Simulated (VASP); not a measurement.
Wanted: the native input for a VASP 6.6.1 run.

```
Task                   : relaxation of cell and atoms
Functional             : PBE
Potentials or basis    : VASP PAW PBE potentials, release 64 (Mg, Sn_d, O)
Cutoff                 : 600 eV
k mesh                 : 10 × 10 × 10
Occupations            : gaussian, width 0.1 eV
Spin                   : no spin polarisation
Dipole correction      : no
Further INCAR settings : ALGO = Normal; EDIFF = 1e-07; IBRION = 2; EDIFFG = -0.01; NSW = 100; ISIF = 3
```

The structure of MgSnO4 lies in POSCAR:

```
MgSnO4
1.0
    0.0000000000      3.2647532967      3.2647532967
    3.2647532967      0.0000000000      3.2647532967
    3.2647532967      3.2647532967      0.0000000000
Mg Sn O
1 1 4
Direct
    0.0000000000      0.0000000000      0.0000000000
    0.2500000000      0.2500000000      0.2500000000
    0.6232355562      0.6232355562      0.1302933315
    0.6232355562      0.1302933315      0.6232355562
    0.1302933315      0.6232355562      0.6232355562
    0.6232355562      0.6232355562      0.6232355562
```

The cell was built from a structure type or drawn by symmetry, and may not be a known phase.

These files were run (other wordings do the same):

INCAR

```
PREC = Accurate
ENCUT = 600
EDIFF = 1E-7
ISMEAR = 0
SIGMA = 0.1
LREAL = False
LASPH = True
NELM = 80
ALGO = Normal
ISIF = 3
LWAVE = False
LCHARG = False
GGA = PE
IBRION = 2
NSW = 100
EDIFFG = -0.01
```

KPOINTS

```
regular mesh
0
Gamma
  10 10 10
```

Potentials or basis: VASP PAW PBE potentials, release 64 (Mg, Sn_d, O).

Command:

```sh
$ cat potpaw_PBE.64/Mg/POTCAR potpaw_PBE.64/Sn_d/POTCAR potpaw_PBE.64/O/POTCAR > POTCAR
$ mpirun -np 1 vasp_std > vasp.out
```

Results of the run:

| Item | Value |
| --- | --- |
| Relaxed volume | 11.54 Å³/atom |
| Relaxed cell | a = 4.610 Å, b = 4.610 Å, c = 4.610 Å, α = 60.00°, β = 60.00°, γ = 60.00° |
| Space group after relaxing (to 0.1 Å) | F-43m (No. 216) |
| Energy gained by relaxing | 0.3 meV/atom |
| Ionic steps | 4 |
| Pressure after relaxing | 0.0 GPa |
| Band gap on the k mesh | zero (bands 20 and 21 overlap by 0.69 eV) |

Caveat: semilocal functionals underestimate gaps, so a narrow gap can read as zero; spin-orbit coupling is left out, which moves the levels of the heavy elements.

Run time: 5.9 min on 1 thread of Intel(R) Xeon(R) Platinum 8488C (Sapphire Rapids), on a shared host, peak memory 0.31 GiB.
